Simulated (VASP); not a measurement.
# CdSe (P6_3mc) in VASP: single point with r2SCAN

Aim: the single point of CdSe with r2SCAN.

Everything below comes from runs of VASP 6.6.1. Logs are shortened: lines on timing, memory, paths and dates and some standing lists are left out, and cuts for length are marked.

## (1) The cell of the first run

It takes space group P6_3mc (No. 186, hexagonal). Conventional cell: a = 4.298 Å, b = 4.298 Å, c = 7.015 Å, α = 90.00°, β = 90.00°, γ = 120.00°. Cd (site symmetry 3m) has 4 Se at 2.58 to 2.65 Å within 3.4 Å. Se (site symmetry 3m) has 4 Cd at 2.58 to 2.65 Å within 3.4 Å.

## (2) Single point, r2SCAN (all Se atoms moved -0.050 Å, as atom 3 along Cartesian [0 0 1])

POSCAR reads:

```
CdSe
1.0
    4.2984999142      0.0000000000      0.0000000000
   -2.1492499571      3.7226101239      0.0000000000
    0.0000000000      0.0000000000      7.0152000000
Cd Se
2 2
Direct
    0.6666666667      0.3333333333      0.0000000000
    0.3333333333      0.6666666667      0.5000000000
    0.6666666667      0.3333333333      0.3678726195
    0.3333333333      0.6666666667      0.8678726195
```

INCAR.step1 reads:

```
SYSTEM = CdSe
  PREC = Accurate
  ENCUT = 520
  ISMEAR = 0
  SIGMA = 0.05
  LREAL = .FALSE.
  LASPH = .TRUE.
  NELM = 100
  NBANDS = 26
  GGA = PE
  ALGO = Normal
  EDIFF = 1E-4
  LWAVE = .TRUE.
  LCHARG = .FALSE.
```

INCAR.step2 reads:

```
SYSTEM = CdSe
  PREC = Accurate
  ENCUT = 520
  EDIFF = 1E-6
  ISMEAR = 0
  SIGMA = 0.05
  LREAL = .FALSE.
  LASPH = .TRUE.
  NELM = 100
  ALGO = Normal
  ISIF = 2
  LWAVE = .FALSE.
  LCHARG = .FALSE.
  METAGGA = R2SCAN
  LMIXTAU = .TRUE.
  NBANDS = 26
  ISTART = 1
```

KPOINTS reads:

```
Automatic mesh
0
G
  6 6 4
  0 0 0
```

Potentials or basis: VASP PAW PBE potentials, release 64 (Cd, Se).

Launch:

```bash
> cat potpaw_PBE.64/Cd/POTCAR potpaw_PBE.64/Se/POTCAR > POTCAR
> cp INCAR.step1 INCAR
> mpirun -np 1 vasp_std > vasp.out
> cp INCAR.step2 INCAR
> mpirun -np 1 vasp_std > vasp.out
```

OUTCAR:

```text
SYSTEM = CdSe
   PREC = Accurate
   ENCUT = 520
   EDIFF = 1E-6
   ISMEAR = 0
   LREAL = .FALSE.
   LASPH = .TRUE.
   NELM = 100
   ISIF = 2
   METAGGA = R2SCAN
   ISTART = 1

 ion  position               nearest neighbor table
   1  0.667  0.333  0.000-   3 2.58   4 2.65   4 2.65   4 2.65
   2  0.333  0.667  0.500-   4 2.58   3 2.65   3 2.65   3 2.65
   3  0.667  0.333  0.368-   1 2.58   2 2.65   2 2.65   2 2.65
   4  0.333  0.667  0.868-   2 2.58   1 2.65   1 2.65   1 2.65

  LATTYP: Found a hexagonal cell.
 ALAT       =     4.2984999142
 C/A-ratio  =     1.6320111993

  Lattice vectors:

 A1 = (   4.2984999142,   0.0000000000,   0.0000000000)
 A2 = (  -2.1492499571,   3.7226101239,   0.0000000000)
 A3 = (   0.0000000000,   0.0000000000,   7.0152000000)

Analysis of symmetry for initial positions (statically):
=====================================================================
 Subroutine PRICEL returns:
 Original cell was already a primitive cell.

 Routine SETGRP: Setting up the symmetry group for a
 hexagonal supercell.

 Subroutine GETGRP returns: Found 12 space group operations
 (whereof  6 operations were pure point group operations)
 out of a pool of 24 trial point group operations.

The static configuration has the point symmetry C_3v.
 The point group associated with its full space group is C_6v.

Analysis of symmetry for dynamics (positions and initial velocities):
=====================================================================
 Subroutine PRICEL returns:
 Original cell was already a primitive cell.

 Routine SETGRP: Setting up the symmetry group for a
 hexagonal supercell.

 Subroutine GETGRP returns: Found 12 space group operations
 (whereof  6 operations were pure point group operations)
 out of a pool of 24 trial point group operations.

The dynamic configuration has the point symmetry C_3v.
 The point group associated with its full space group is C_6v.

 Subroutine INISYM returns: Found 12 space group operations
 (whereof  6 operations are pure point group operations),
 and found     1 'primitive' translations

----------------------------------------------------------------------------------------

                                     Primitive cell

  volume of cell :     112.2547

  direct lattice vectors                    reciprocal lattice vectors
     4.298499914  0.000000000  0.000000000     0.232639297  0.134314361  0.000000000
    -2.149249957  3.722610124  0.000000000     0.000000000  0.268628722  0.000000000
     0.000000000  0.000000000  7.015200000     0.000000000  0.000000000  0.142547611

  length of vectors
     4.298499914  4.298499914  7.015200000     0.268628722  0.268628722  0.142547611

  position of ions in fractional coordinates (direct lattice)
     0.666666667  0.333333333  0.000000000
     0.333333333  0.666666667  0.500000000
     0.666666667  0.333333333  0.367872619
     0.333333333  0.666666667  0.867872619

  ion indices of the primitive-cell ions
   primitive index   ion index
                 1           1
                 2           2
                 3           3
                 4           4

----------------------------------------------------------------------------------------

 KPOINTS: Automatic mesh

Automatic generation of k-mesh.
 Grid dimensions read from file:
 generate k-points for:    6    6    4

 Generating k-lattice:

  Cartesian coordinates                     Fractional coordinates (reciprocal lattice)
     0.038773216  0.022385727  0.000000000     0.166666667  0.000000000  0.000000000
     0.000000000  0.044771454  0.000000000     0.000000000  0.166666667  0.000000000
     0.000000000  0.000000000  0.035636903     0.000000000  0.000000000  0.250000000

  Length of vectors
     0.044771454  0.044771454  0.035636903

  Shift w.r.t. Gamma in fractional coordinates (k-lattice)
     0.000000000  0.000000000  0.000000000

 Subroutine IBZKPT returns following result:
 ===========================================

 Found     21 irreducible k-points:

 Following reciprocal coordinates:
            Coordinates               Weight
  0.000000  0.000000  0.000000      1.000000
  0.166667  0.000000  0.000000      6.000000
  0.333333  0.000000  0.000000      6.000000
  0.500000  0.000000  0.000000      3.000000
  0.166667  0.166667  0.000000      6.000000
  0.333333  0.166667  0.000000     12.000000
[... 13 lines left out ...]
  0.333333  0.166667  0.500000     12.000000
  0.333333  0.333333  0.500000      2.000000
   k-points           NKPTS =     21   k-points in BZ     NKDIM =     21   number of bands    NBANDS=     26
   number of dos      NEDOS =    301   number of ions     NIONS =      4
   total plane-waves  NPLWV =  55296
   dimension x,y,z NGX =    32 NGY =   32 NGZ =   54
   dimension x,y,z NGXF=    64 NGYF=   64 NGZF=  108
   ions per type =               2   2
   NGX,Y,Z   is equivalent  to a cutoff of  12.38, 12.38, 12.80 a.u.
   NGXF,Y,Z  is equivalent  to a cutoff of  24.75, 24.75, 25.59 a.u.
 SYSTEM =  CdSe
   PREC   = accura    normal or accurate (medium, high low for compatibility)
   ISTART =      1    job   : 0-new  1-cont  2-samecut
   ICHARG =      0    charge: 1-file 2-atom 10-const
   ISPIN  =      1    spin polarized calculation?
   LNONCOLLINEAR =      F non collinear calculations
   LSORBIT =      F    spin-orbit coupling
   LASPH  =      T    aspherical Exc in radial PAW
   ENCUT  =  520.0 eV  38.22 Ry    6.18 a.u.   7.99  7.99 13.04*2*pi/ulx,y,z
   NELM   =    100;   NELMIN=  2; NELMDL=  0     # of ELM steps
   EDIFF  = 0.1E-05   stopping-criterion for ELM
   LREAL  =      F    real-space projection
   EDIFFG = 0.1E-04   stopping-criterion for IOM
   NSW    =      0    number of steps for IOM
   IBRION =     -1    ionic relax: 0-MD 1-quasi-New 2-CG
   NFREE  =      0    steps in history (QN), initial steepest desc. (CG)
   ISIF   =      2    stress and relaxation
   ISYM   =      2    0-nonsym 1-usesym 2-fastsym
   POTIM  = 0.5000    time-step for ionic-motion
   TEBEG  =    0.0;   TEEND  =   0.0 temperature during run
   PSTRESS=    0.0 pullay stress
   NELECT =      36.0000    total number of electrons
   NUPDOWN=      -1.0000    fix difference up-down
   EMIN   =  10.00;   EMAX   =-10.00  energy-range for DOS
   EFERMI =   0.00;   METHOD = LEGACY
   ISMEAR =     0;   SIGMA  =   0.05  broadening in eV -4-tet -1-fermi 0-gaus
   EFERMI_NEDOS =   21; number of points for ismear=-14 and -15
   IALGO  =     38    algorithm
   IMIX   =      4    mixing-type and parameters
     AMIX     =   0.40;   BMIX     =  1.00
     AMIX_MAG =   1.60;   BMIX_MAG =  1.00
  volume/ion in A,a.u.               =      28.06       189.38
  Fermi-wavevector in a.u.,A,eV,Ry     =   1.120575  2.117579 17.084668  1.255688
  Thomas-Fermi vector in A             =   2.257222
   LORBIT       =      0    0 simple, 1 ext, 2 COOP (PROOUT), +10 PAW based schemes
   METAGGA = R2SCAN    functional components
   LHFCALC =     F    Hartree Fock is set to
   AEXX    =    0.0000 exact exchange contribution
   IVDW    =     0    specifies the selected vdW correction
   LEPSILON=     F    determine dielectric tensor
   LRPA    =     F    only Hartree local field effects (RPA)
 non-spin polarized calculation
 Gauss-broadening in eV      SIGMA  =   0.05
  energy-cutoff  :      520.00
  volume of cell :      112.25
 maximum number of plane-waves:      3042
 NGX is ok and might be reduce to    32
   NGX = 15   NGY = 15   NGZ = 27

 number of electron      35.9999998 magnetization

 Free energy of the ion-electron system (eV)
  ---------------------------------------------------
  ext. energy  EPLUGINS =         0.00000000
  ---------------------------------------------------
  free energy    TOTEN  =       -71.79340668 eV

  energy without entropy =      -71.79340668  energy(sigma->0) =      -71.79340668

 E-fermi :   0.9236     XC(G=0):  -9.4322

 val. band max:        0.6821101404   @ k =   0.0000   0.0000   0.0000
 cond. band min:       1.8215514297   @ k =   0.0000   0.0000   0.0000
 fundamental gap:      1.1394412893
 Fermi energy:         0.9235501012

 k-point     1 :       0.0000    0.0000    0.0000
  band No.  band energies     occupation
      1     -12.3766      2.00000
      2     -11.9792      2.00000
      3      -7.5414      2.00000
      4      -7.4777      2.00000
      5      -7.4777      2.00000
      6      -7.3906      2.00000
[... 18 lines left out ...]
     25       8.2979      0.00000
     26       8.8293      0.00000

 k-point     2 :       0.1667    0.0000    0.0000
  band No.  band energies     occupation
      1     -12.2928      2.00000
      2     -11.9438      2.00000
      3      -7.5103      2.00000
      4      -7.4523      2.00000
      5      -7.4138      2.00000
      6      -7.3568      2.00000
[... 18 lines left out ...]
     25       8.3852      0.00000
     26       8.9315      0.00000

 k-point     3 :       0.3333    0.0000    0.0000
  band No.  band energies     occupation
      1     -12.1098      2.00000
      2     -11.8850      2.00000
      3      -7.4537      2.00000
      4      -7.4144      2.00000
      5      -7.3164      2.00000
      6      -7.2716      2.00000
[... 18 lines left out ...]
     25       8.9711      0.00000
     26       9.6108      0.00000

 k-point     4 :       0.5000    0.0000    0.0000
  band No.  band energies     occupation
      1     -11.9994      2.00000
      2     -11.8729      2.00000
      3      -7.4306      2.00000
      4      -7.4028      2.00000
      5      -7.2595      2.00000
      6      -7.2444      2.00000
[... 18 lines left out ...]
     25       9.1483      0.00000
     26      11.1124      0.00000

 k-point     5 :       0.1667    0.1667    0.0000
  band No.  band energies     occupation
      1     -12.1586      2.00000
      2     -11.8974      2.00000
      3      -7.4604      2.00000
      4      -7.4314      2.00000
      5      -7.3201      2.00000
      6      -7.3131      2.00000
[... 18 lines left out ...]
     25       9.0741      0.00000
     26       9.1139      0.00000

 k-point     6 :       0.3333    0.1667    0.0000
  band No.  band energies     occupation
      1     -12.0009      2.00000
      2     -11.8730      2.00000
      3      -7.4270      2.00000
      4      -7.4021      2.00000
      5      -7.2840      2.00000
      6      -7.2438      2.00000
[... 340 lines left out ...]
 k-point    18 :       0.5000    0.0000    0.5000
  band No.  band energies     occupation
      1     -11.9291      2.00000
      2     -11.9291      2.00000
      3      -7.3948      2.00000
      4      -7.3948      2.00000
      5      -7.3169      2.00000
      6      -7.3169      2.00000
[... 18 lines left out ...]
     25       9.0613      0.00000
     26       9.0613      0.00000

 k-point    19 :       0.1667    0.1667    0.5000
  band No.  band energies     occupation
      1     -12.0229      2.00000
      2     -12.0229      2.00000
      3      -7.3972      2.00000
      4      -7.3972      2.00000
      5      -7.3593      2.00000
      6      -7.3593      2.00000
[... 18 lines left out ...]
     25       8.6765      0.00000
     26       8.6765      0.00000

 k-point    20 :       0.3333    0.1667    0.5000
  band No.  band energies     occupation
      1     -11.9299      2.00000
      2     -11.9299      2.00000
      3      -7.3799      2.00000
      4      -7.3799      2.00000
      5      -7.3254      2.00000
      6      -7.3254      2.00000
[... 18 lines left out ...]
     25       9.2178      0.00000
     26       9.2178      0.00000

 k-point    21 :       0.3333    0.3333    0.5000
  band No.  band energies     occupation
      1     -11.8996      2.00000
      2     -11.8996      2.00000
      3      -7.3614      2.00000
      4      -7.3614      2.00000
      5      -7.3257      2.00000
      6      -7.3257      2.00000
[... 18 lines left out ...]
     25       9.9908      0.00000
     26       9.9908      0.00000

------------------------ aborting loop because EDIFF is reached ----------------------------------------

  FORCE on cell =-STRESS in cart. coord.  units (eV):
  Direction    XX          YY          ZZ          XY          YZ          ZX
  --------------------------------------------------------------------------------------
  -------------------------------------------------------------------------------------
  Total        0.8292380      0.8292380      2.2839284      0.0000000      0.0000000      0.0000000
  in kB       11.8354630     11.8354630     32.5978180      0.0000000      0.0000000      0.0000000
  external PRESSURE =      18.7562480 kB  Pullay stress =       0.0000000 kB

 VOLUME and BASIS-vectors are now :
 -----------------------------------------------------------------------------
  energy-cutoff  :      520.00
  volume of cell :      112.25
      direct lattice vectors                 reciprocal lattice vectors
     4.298499914  0.000000000  0.000000000     0.232639297  0.134314361  0.000000000
    -2.149249957  3.722610124  0.000000000     0.000000000  0.268628722  0.000000000
     0.000000000  0.000000000  7.015200000     0.000000000  0.000000000  0.142547611

 POSITION                                       TOTAL-FORCE (eV/Angst)
 -----------------------------------------------------------------------------------
      2.14925      1.24087      0.00000         0.000000     -0.000000     -0.305201
     -0.00000      2.48174      3.50760        -0.000000      0.000000     -0.305201
      2.14925      1.24087      2.58070         0.000000     -0.000000      0.305201
     -0.00000      2.48174      6.08830         0.000000     -0.000000      0.305201
 -----------------------------------------------------------------------------------
    total drift:                                0.000000      0.000000     -0.000472

  FREE ENERGIE OF THE ION-ELECTRON SYSTEM (eV)
  ---------------------------------------------------
  free  energy   TOTEN  =       -71.7934066842 eV

  energy  without entropy=      -71.7934066842  energy(sigma->0) =      -71.79340668
```

It took 78 s on 1 thread of Intel Xeon 6975P-C (Granite Rapids), shared host; peak memory 0.26 GiB.

What came out:

- Free energy: -71.7934 eV
- Pressure: 1.9 GPa
- Largest force: 0.305 eV/Å
- Band gap on the k mesh: 1.14 eV

Forces in eV/Å, atoms in the order of the input:
```
Cd   0.000  0.000 -0.305
Cd   0.000  0.000 -0.305
Se   0.000  0.000  0.305
Se   0.000  0.000  0.305
```

Caveat: the cell differs from its parent crystal (all Se atoms moved -0.050 Å, as atom 3 along Cartesian [0 0 1]); the PAW data sets were made with another functional, which shifts forces and pressure a little.
